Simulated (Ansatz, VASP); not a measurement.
MgH2 in VASP and in Ansatz

```
Mg H
1.0
     6.79610    0.00000    0.00000
     0.00000    6.79610    0.00000
     0.00000    0.00000    5.41354
Mg H
4 8
Direct
  0.34807 0.00000 0.75000
  0.65193 0.00000 0.25000
  0.00000 0.34807 0.00000
  0.00000 0.65193 0.50000
  0.50000 0.09521 0.50000
  0.50000 0.90479 0.00000
  0.19608 0.19608 0.87500
  0.19608 0.80392 0.62500
  0.80392 0.19608 0.12500
  0.80392 0.80392 0.37500
  0.90479 0.50000 0.75000
  0.09521 0.50000 0.25000
```

Alike in both runs: functional PBE; k mesh 4 × 4 × 4; occupations gaussian, width 0.02 eV; no spin polarisation.

Ansatz relaxed the structure, and its values are those at the end. VASP's run is a single point on that final structure, the one shown.

|  | VASP | Ansatz |
| --- | --- | --- |
| version | VASP 6.6.1 | Ansatz 0.2.0 |
| potentials or method | VASP PAW PBE potentials, release 64 (Mg, H), cutoff 520 eV | scalar-relativistic, plane waves, PAW |
| valence electrons in the cell | 16 | 48 |

|  | VASP | Ansatz | Ansatz less VASP |
| --- | --- | --- | --- |
| gap on the k mesh at the Fermi level (eV) | 5.13 | 5.13 | -0.002 |
| least direct gap on the mesh (eV) | 5.26 | 5.26 | -0.002 |
| pressure (GPa) | -0.1 | 0.0 | +0.08 |

VASP's potentials hold 16 valence electrons a cell and Ansatz's 48, so a difference there can come from the potentials and not from the codes.
